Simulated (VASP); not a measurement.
Bi: single point with r2SCAN0

Bi:

```xyz
1
Lattice="-1.9547 1.9547 1.9547 1.9547 -1.9547 1.9547 1.9547 1.9547 -1.9547" Properties=species:S:1:pos:R:3 pbc="T T T"
Bi    0.0000    0.0000    0.0000
```

This isn't the form of Bi at room conditions, which is rhombohedral.

```yaml
Program: VASP 6.6.1
Task: single point
Functional: r2SCAN0
Potentials_or_basis: VASP PAW PBE potentials, release 64 (Bi_d)
Cutoff: 520 eV
k_mesh: 5 × 5 × 5
Occupations: fermi-dirac, width 0.05 eV
Spin: no spin polarisation
Dipole_correction: no
Grid_for_exact_exchange_PRECFOCK: Normal
Further_INCAR_settings: ALGO = Normal; EDIFF = 1e-06; NBANDS = 14
Share_of_exact_exchange: 0.25
```

- Pressure: -0.2 GPa
- Band gap on the k mesh: zero (an odd number of electrons rules out a gap without spin polarisation)

Levels at points of the mesh, in eV from the Fermi level:
```
           k point  band 4  band 5  band 6  band 7  band 8  band 9  band 10  band 11
(0.00, 0.00, 0.00)  -25.98  -25.98  -16.17    6.64    6.64    6.64    11.64    12.25
```

Wall time 20 min on 1 thread of Intel Xeon 8259CL (shared host), peak memory 0.17 GiB.

Caveat: the k points lie up to 0.45 Å⁻¹ apart, too coarse for converged energies and pressures of a metal; the PAW data sets were made with another functional, which shifts forces and pressure a little; spin-orbit coupling is left out, which moves the levels of the heavy elements.
